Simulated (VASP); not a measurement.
# Cu (I4/mmm) in VASP: notebook

The runs below take Cu through relaxation of cell and atoms, with r2SCAN, r2SCAN+D4.

Everything below comes from runs of VASP 6.6.1. Logs are shortened: lines on timing, memory, paths and dates and some standing lists are left out, and cuts for length are marked.

## Step 1: The cell of the first run

The structure is tetragonal, space group I4/mmm (No. 139). Conventional cell: a = 2.886 Å, b = 2.886 Å, c = 2.752 Å, α = 90.00°, β = 90.00°, γ = 90.00°. Within 3.2 Å of Cu (site symmetry 4/mmm) lie 14 Cu at 2.46 to 2.89 Å.

## Step 2: Relaxation of cell and atoms, r2SCAN

File POSCAR:

```
Cu
1.0
   -1.4427930000      1.4427930000      1.3760810000
    1.4427930000     -1.4427930000      1.3760810000
    1.4427930000      1.4427930000     -1.3760810000
Cu
1
Direct
    0.0000000000      0.0000000000      0.0000000000
```

File INCAR.step1:

```
PREC = Accurate
ENCUT = 600
ISMEAR = -1
SIGMA = 0.1
LREAL = F
LASPH = T
NELM = 100
GGA = PE
ALGO = Normal
EDIFF = 1E-4
LWAVE = T
LCHARG = F
```

File INCAR.step2:

```
PREC = Accurate
ENCUT = 600
EDIFF = 1E-6
ISMEAR = -1
SIGMA = 0.1
LREAL = F
LASPH = T
NELM = 100
ALGO = Normal
ISIF = 3
LWAVE = F
LCHARG = F
METAGGA = R2SCAN
LMIXTAU = T
IBRION = 2
NSW = 80
EDIFFG = -0.01
ISTART = 1
```

File KPOINTS:

```
Automatic mesh
0
Gamma
  15 15 15
```

Potentials or basis: VASP PAW PBE potentials, release 64 (Cu).

Launch:

```
> cat potpaw_PBE.64/Cu/POTCAR > POTCAR
> cp INCAR.step1 INCAR
> mpirun -np 1 vasp_std > vasp.out
> cp INCAR.step2 INCAR
> mpirun -np 1 vasp_std > vasp.out
```

OUTCAR:

```text
PREC = Accurate
   ENCUT = 600
   EDIFF = 1E-6
   ISMEAR = -1
   LREAL = F
   LASPH = T
   NELM = 100
   ISIF = 3
   METAGGA = R2SCAN
   IBRION = 2
   NSW = 80
   EDIFFG = -0.01
   ISTART = 1

 ion  position               nearest neighbor table
   1  0.000  0.000  0.000-

  LATTYP: Found a body centered tetragonal cell.
 ALAT       =     2.8855860000
 C/A-ratio  =     0.9537619049

  Lattice vectors:

 A1 = (  -1.4427930000,   1.4427930000,   1.3760810000)
 A2 = (   1.4427930000,  -1.4427930000,   1.3760810000)
 A3 = (   1.4427930000,   1.4427930000,  -1.3760810000)

Analysis of symmetry for initial positions (statically):
=====================================================================
 Subroutine PRICEL returns:
 Original cell was already a primitive cell.

 Routine SETGRP: Setting up the symmetry group for a
 body centered tetragonal supercell.

 Subroutine GETGRP returns: Found 16 space group operations
 (whereof 16 operations were pure point group operations)
 out of a pool of 16 trial point group operations.

The static configuration has the point symmetry D_4h.

Analysis of symmetry for dynamics (positions and initial velocities):
=====================================================================
 Subroutine PRICEL returns:
 Original cell was already a primitive cell.

 Routine SETGRP: Setting up the symmetry group for a
 body centered tetragonal supercell.

 Subroutine GETGRP returns: Found 16 space group operations
 (whereof 16 operations were pure point group operations)
 out of a pool of 16 trial point group operations.

The dynamic configuration has the point symmetry D_4h.

 Subroutine INISYM returns: Found 16 space group operations
 (whereof 16 operations are pure point group operations),
 and found     1 'primitive' translations

----------------------------------------------------------------------------------------

                                     Primitive cell

  volume of cell :      11.4581

  direct lattice vectors                    reciprocal lattice vectors
    -1.442793000  1.442793000  1.376081000     0.000000000  0.346550060  0.363350704
     1.442793000 -1.442793000  1.376081000     0.346550060  0.000000000  0.363350704
     1.442793000  1.442793000 -1.376081000     0.346550060  0.346550060  0.000000000

  length of vectors
     2.461077447  2.461077447  2.461077447     0.502116199  0.502116199  0.490095794

  position of ions in fractional coordinates (direct lattice)
     0.000000000  0.000000000  0.000000000

  ion indices of the primitive-cell ions
   primitive index   ion index
                 1           1

----------------------------------------------------------------------------------------

 KPOINTS: Automatic mesh

Automatic generation of k-mesh.
 Grid dimensions read from file:
 generate k-points for:   15   15   15

 Generating k-lattice:

  Cartesian coordinates                     Fractional coordinates (reciprocal lattice)
     0.000000000  0.023103337  0.024223380     0.066666667  0.000000000  0.000000000
     0.023103337  0.000000000  0.024223380     0.000000000  0.066666667  0.000000000
     0.023103337  0.023103337  0.000000000     0.000000000  0.000000000  0.066666667

  Length of vectors
     0.033474413  0.033474413  0.032673053

  Shift w.r.t. Gamma in fractional coordinates (k-lattice)
     0.000000000  0.000000000  0.000000000

 Subroutine IBZKPT returns following result:
 ===========================================

 Found    288 irreducible k-points:

 Following reciprocal coordinates:
            Coordinates               Weight
  0.000000  0.000000  0.000000      1.000000
  0.066667 -0.000000  0.000000      8.000000
  0.133333  0.000000  0.000000      8.000000
  0.200000  0.000000 -0.000000      8.000000
  0.266667  0.000000  0.000000      8.000000
  0.333333 -0.000000  0.000000      8.000000
[... 16 lines left out ...]
  0.133333  0.133333  0.000000      8.000000
  0.200000  0.133333  0.000000     16.000000
 [... further k-points ...]
   k-points           NKPTS =    288   k-points in BZ     NKDIM =    288   number of bands    NBANDS=      9
   number of dos      NEDOS =    301   number of ions     NIONS =      1
   total plane-waves  NPLWV =   8000
   dimension x,y,z NGX =    20 NGY =   20 NGZ =   20
   dimension x,y,z NGXF=    40 NGYF=   40 NGZF=   40
   ions per type =               1
   NGX,Y,Z   is equivalent  to a cutoff of  13.51, 13.51, 13.51 a.u.
   NGXF,Y,Z  is equivalent  to a cutoff of  27.02, 27.02, 27.02 a.u.
 SYSTEM =  unknown system
   PREC   = accura    normal or accurate (medium, high low for compatibility)
   ISTART =      1    job   : 0-new  1-cont  2-samecut
   ICHARG =      0    charge: 1-file 2-atom 10-const
   ISPIN  =      1    spin polarized calculation?
   LNONCOLLINEAR =      F non collinear calculations
   LSORBIT =      F    spin-orbit coupling
   LASPH  =      T    aspherical Exc in radial PAW
   ENCUT  =  600.0 eV  44.10 Ry    6.64 a.u.   4.92  4.92  4.92*2*pi/ulx,y,z
   NELM   =    100;   NELMIN=  2; NELMDL=  0     # of ELM steps
   EDIFF  = 0.1E-05   stopping-criterion for ELM
   LREAL  =      F    real-space projection
   EDIFFG = -.1E-01   stopping-criterion for IOM
   NSW    =     80    number of steps for IOM
   IBRION =      2    ionic relax: 0-MD 1-quasi-New 2-CG
   NFREE  =      1    steps in history (QN), initial steepest desc. (CG)
   ISIF   =      3    stress and relaxation
   ISYM   =      2    0-nonsym 1-usesym 2-fastsym
   POTIM  = 0.5000    time-step for ionic-motion
   TEBEG  =    0.0;   TEEND  =   0.0 temperature during run
   PSTRESS=    0.0 pullay stress
   NELECT =      11.0000    total number of electrons
   NUPDOWN=      -1.0000    fix difference up-down
   EMIN   =  10.00;   EMAX   =-10.00  energy-range for DOS
   EFERMI =   0.00;   METHOD = LEGACY
   ISMEAR =    -1;   SIGMA  =   0.10  broadening in eV -4-tet -1-fermi 0-gaus
   EFERMI_NEDOS =   21; number of points for ismear=-14 and -15
   IALGO  =     38    algorithm
   IMIX   =      4    mixing-type and parameters
     AMIX     =   0.40;   BMIX     =  1.00
     AMIX_MAG =   1.60;   BMIX_MAG =  1.00
  volume/ion in A,a.u.               =      11.46        77.32
  Fermi-wavevector in a.u.,A,eV,Ry     =   1.614985  3.051878 35.486378  2.608175
  Thomas-Fermi vector in A             =   2.709805
   LORBIT       =      0    0 simple, 1 ext, 2 COOP (PROOUT), +10 PAW based schemes
   METAGGA = R2SCAN    functional components
   LHFCALC =     F    Hartree Fock is set to
   AEXX    =    0.0000 exact exchange contribution
   IVDW    =     0    specifies the selected vdW correction
   LEPSILON=     F    determine dielectric tensor
   LRPA    =     F    only Hartree local field effects (RPA)
 conjugate gradient relaxation of ions
 non-spin polarized calculation
  energy-cutoff  :      600.00
  volume of cell :       11.46
 maximum number of plane-waves:       402
   NGX =  9   NGY =  9   NGZ =  9

--------------------------------------- Ionic step        1  -------------------------------------------

 number of electron      11.0000000 magnetization

 Free energy of the ion-electron system (eV)
  ---------------------------------------------------
  ext. energy  EPLUGINS =         0.00000000
  ---------------------------------------------------
  free energy    TOTEN  =       -10.79988182 eV

  energy without entropy =      -10.79155085  energy(sigma->0) =      -10.79571633

------------------------ aborting loop because EDIFF is reached ----------------------------------------

  FORCE on cell =-STRESS in cart. coord.  units (eV):
  Direction    XX          YY          ZZ          XY          YZ          ZX
  --------------------------------------------------------------------------------------
  -------------------------------------------------------------------------------------
  Total        0.0725741      0.0725741      0.0761968      0.0000000      0.0000000      0.0000000
  in kB       10.1479942     10.1479942     10.6545498      0.0000000      0.0000000      0.0000000
  external PRESSURE =      10.3168461 kB  Pullay stress =       0.0000000 kB

 VOLUME and BASIS-vectors are now :
 -----------------------------------------------------------------------------
  energy-cutoff  :      600.00
  volume of cell :       11.46
      direct lattice vectors                 reciprocal lattice vectors
    -1.442793000  1.442793000  1.376081000     0.000000000  0.346550060  0.363350704
     1.442793000 -1.442793000  1.376081000     0.346550060  0.000000000  0.363350704
     1.442793000  1.442793000 -1.376081000     0.346550060  0.346550060  0.000000000
[... 36 lines left out ...]
 POSITION                                       TOTAL-FORCE (eV/Angst)
 -----------------------------------------------------------------------------------
      0.00000      0.00000      0.00000         0.000000      0.000000      0.000000
 -----------------------------------------------------------------------------------
    total drift:                               -0.000000     -0.000000      0.000000

  FREE ENERGIE OF THE ION-ELECTRON SYSTEM (eV)
  ---------------------------------------------------
  free  energy   TOTEN  =       -10.8000677187 eV

  energy  without entropy=      -10.7916878214  energy(sigma->0) =      -10.79587777

--------------------------------------- Ionic step        3  -------------------------------------------

 number of electron      10.9999998 magnetization

 Free energy of the ion-electron system (eV)
  ---------------------------------------------------
  ext. energy  EPLUGINS =         0.00000000
  ---------------------------------------------------
  free energy    TOTEN  =       -10.80015022 eV

  energy without entropy =      -10.79178806  energy(sigma->0) =      -10.79596914

 E-fermi :   7.6470     XC(G=0): -13.9042

 val. band max:        7.6448165454   @ k =  -0.3333   0.4000   0.2000
 cond. band min:       7.6479609862   @ k =  -0.2000   0.4667   0.0667
 fundamental gap:      0.0031444408
 Fermi energy:         7.6470221915

 k-point     1 :       0.0000    0.0000    0.0000
  band No.  band energies     occupation
      1      -2.1620      2.00000
      2       4.2784      2.00000
      3       4.4714      2.00000
      4       4.4715      2.00000
      5       5.3341      2.00000
      6       5.5352      2.00000
      7      33.4642      0.00000
      8      33.4642      0.00000
      9      34.7738      0.00000

 k-point     2 :       0.0667   -0.0000    0.0000
  band No.  band energies     occupation
      1      -1.9779      2.00000
      2       4.2858      2.00000
      3       4.4664      2.00000
      4       4.4973      2.00000
      5       5.3342      2.00000
      6       5.5094      2.00000
      7      32.2656      0.00000
      8      32.9866      0.00000
      9      33.4978      0.00000
[... 253 lines left out ...]
 k-point    24 :       0.2000    0.1333    0.0000
  band No.  band energies     occupation
      1       1.0142      2.00000
      2       3.9501      2.00000
      3       4.1100      2.00000
      4       5.2569      2.00000
      5       5.5884      2.00000
      6       5.6927      2.00000
      7      21.6982      0.00000
      8      23.9908      0.00000
      9      27.8393      0.00000

 [... further k-points ...]
[... 5 lines left out ...]
  --------------------------------------------------------------------------------------
  -------------------------------------------------------------------------------------
  Total       -0.0031022     -0.0031022     -0.0030604      0.0000000     -0.0000000     -0.0000000
  in kB       -0.4307387     -0.4307387     -0.4249372      0.0000000     -0.0000000     -0.0000000
  external PRESSURE =      -0.4288049 kB  Pullay stress =       0.0000000 kB

 VOLUME and BASIS-vectors are now :
 -----------------------------------------------------------------------------
  energy-cutoff  :      600.00
  volume of cell :       11.54
      direct lattice vectors                 reciprocal lattice vectors
    -1.446121551  1.446121551  1.379414113     0.000000000  0.345752402  0.362472730
     1.446121551 -1.446121551  1.379414113     0.345752402  0.000000000  0.362472730
     1.446121551  1.446121551 -1.379414113     0.345752402  0.345752402  0.000000000

 POSITION                                       TOTAL-FORCE (eV/Angst)
 -----------------------------------------------------------------------------------
     -0.00000      0.00000      0.00000         0.000000     -0.000000      0.000000
 -----------------------------------------------------------------------------------
    total drift:                                0.000000     -0.000000      0.000000

  FREE ENERGIE OF THE ION-ELECTRON SYSTEM (eV)
  ---------------------------------------------------
  free  energy   TOTEN  =       -10.8001502233 eV

  energy  without entropy=      -10.7917880615  energy(sigma->0) =      -10.79596914

 reached required accuracy - stopping structural energy minimisation
```

It took 2.8 min on 1 thread of AMD EPYC 9R45 (Zen 5), shared host; peak memory 0.13 GiB.

What came out:

* Free energy: -10.8002 eV
* Relaxed volume: 11.54 Å³/atom
* Relaxed cell: a = 2.467 Å, b = 2.467 Å, c = 2.467 Å, α = 108.22°, β = 108.22°, γ = 112.00°
* Space group after relaxing (to 0.05 Å): I4/mmm (No. 139)
* Energy gained by relaxing: 0.3 meV/atom
* Ionic steps: 3
* Pressure after relaxing: 0.0 GPa

Step by step:
```
step  energy change (eV)  largest force (eV/Å)  pressure (GPa)  volume (Å³)
   1              0.0000                0.0000            1.03        11.46
   2             -0.0002                0.0000           -1.01        11.58
   3             -0.0003                0.0000           -0.04        11.54
```

Final structure:
```xyz
1
Lattice="-1.4461 1.4461 1.3794 1.4461 -1.4461 1.3794 1.4461 1.4461 -1.3794" Properties=species:S:1:pos:R:3 pbc="T T T"
Cu    0.0000    0.0000    0.0000
```

Levels at points of the mesh, in eV from the Fermi level:
```
           k point  band 4  band 5  band 6  band 7  band 8  band 9
(0.00, 0.00, 0.00)   -3.18   -2.31   -2.11   25.82   25.82   27.13
```

Caveat: the PAW data sets were made with another functional, which shifts forces and pressure a little.

## Step 3: Relaxation of cell and atoms, r2SCAN+D4

POSCAR is that of step 2.

File INCAR.step1:

```
  ALGO = Normal
  EDIFF = 1E-4
  ENCUT = 600
  GGA = PE
  ISMEAR = -1
  LASPH = T
  LCHARG = F
  LREAL = F
  LWAVE = T
  NELM = 60
  PREC = Accurate
  SIGMA = 0.1
```

File INCAR.step2:

```
  ALGO = Normal
  EDIFF = 1E-6
  EDIFFG = -0.01
  ENCUT = 600
  IBRION = 2
  ISIF = 3
  ISMEAR = -1
  ISTART = 1
  IVDW = 13
  LASPH = T
  LCHARG = F
  LMIXTAU = T
  LREAL = F
  LWAVE = F
  METAGGA = R2SCAN
  NELM = 60
  NSW = 80
  PREC = Accurate
  SIGMA = 0.1
  VDW_A1 = 0.51559235
  VDW_A2 = 5.77342911
  VDW_S6 = 1.0
  VDW_S8 = 0.6018749
```

File KPOINTS:

```
k-points
0
Gamma
  15 15 15
```

Potentials or basis: VASP PAW PBE potentials, release 64 (Cu).

Launch:

```
> cat potpaw_PBE.64/Cu/POTCAR > POTCAR
> cp INCAR.step1 INCAR
> mpirun -np 1 vasp_std > vasp.out
> cp INCAR.step2 INCAR
> mpirun -np 1 vasp_std > vasp.out
```

Wall time 5.1 min (1 thread of AMD EPYC 9R45 (Zen 5), shared host); peak memory 0.14 GiB.

The run converged. Its results:

- Free energy: -10.9986 eV
- Relaxed volume: 11.37 Å³/atom
- Relaxed cell: a = 2.455 Å, b = 2.455 Å, c = 2.455 Å, α = 108.22°, β = 108.22°, γ = 112.00°
- Space group after relaxing (to 0.05 Å): I4/mmm (No. 139)
- Energy gained by relaxing: 0.3 meV/atom
- Ionic steps: 6
- Pressure after relaxing: 0.0 GPa
- Dispersion energy per atom: -0.200 eV

Stress tensor (GPa, compression positive):
```
0.00 0.00 0.00
0.00 0.00 0.00
0.00 0.00 0.11
```

Step by step:
| step | energy change (eV) | largest force (eV/Å) | pressure (GPa) | volume (Å³) |
| --- | --- | --- | --- | --- |
| 1 | 0.0000 | 0.0000 | -1.26 | 11.46 |
| 2 | -0.0001 | 0.0000 | 0.92 | 11.31 |
| 3 | -0.0003 | 0.0000 | -0.26 | 11.38 |
| 4 | -0.0003 | 0.0000 | 0.26 | 11.36 |
| 5 | -0.0003 | 0.0000 | 0.13 | 11.37 |
| 6 | -0.0003 | 0.0000 | 0.04 | 11.37 |

Final structure:
```
CELL_PARAMETERS angstrom
-1.43913 1.43913 1.37273
1.43913 -1.43913 1.37273
1.43913 1.43913 -1.37273
ATOMIC_POSITIONS crystal
Cu 0.00000 0.00000 0.00000
```

Levels at points of the mesh, in eV from the Fermi level:
| k point | band 4 | band 5 | band 6 | band 7 | band 8 | band 9 |
| --- | --- | --- | --- | --- | --- | --- |
| (0.00, 0.00, 0.00) | -3.22 | -2.34 | -2.13 | 25.97 | 25.97 | 27.28 |

Caveat: the PAW data sets were made with another functional, which shifts forces and pressure a little; pairwise dispersion overbinds metals, which lowers pressure and volume.
